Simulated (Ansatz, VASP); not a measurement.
# Cd3C in VASP and in Ansatz

```
Cd C
1.0
     4.85993    0.00000    0.00000
     0.00000    6.04526    0.00000
     0.00000    0.00000    5.11417
Cd C
6 2
Direct
  0.00000 0.25000 0.16700
  0.00000 0.75000 0.16700
  0.50000 0.75000 0.83300
  0.50000 0.25000 0.83300
  0.50000 0.00000 0.33000
  0.00000 0.50000 0.67000
  0.00000 0.00000 0.67000
  0.50000 0.50000 0.33000
```

Alike in both runs: task single point; functional PBE; k mesh 4 × 4 × 4; occupations gaussian, width 0.1 eV; no spin polarisation.

|  | VASP | Ansatz |
| --- | --- | --- |
| version | VASP 6.6.1 | Ansatz 0.2.0 |
| potentials or method | VASP PAW PBE potentials, release 64 (Cd, C), cutoff 520 eV | scalar-relativistic, plane waves, PAW |
| valence electrons in the cell | 80 | 128 |

VASP gave:

| Property | Result |
| --- | --- |
| gap on the k mesh at the Fermi level (eV) | none |
| pressure (GPa) | -1.7 |
| traceless stress, the component that is largest in VASP (GPa) | 0.35 |
| rms of the force components (eV/Å) | 0.242 |

**Question.** Estimate Ansatz's values.

**Answer.** gap on the k mesh at the Fermi level (eV): none; pressure (GPa): -2.1; traceless stress, the component that is largest in VASP (GPa): 0.35; rms of the force components (eV/Å): 0.239.

Atom by atom the forces differ by 0.004 eV/Å (rms over components). A gap of «none» marks a metal or a gap that the smearing closes. VASP's potentials hold 80 valence electrons a cell and Ansatz's 128, so a difference there can come from the potentials and not from the codes.
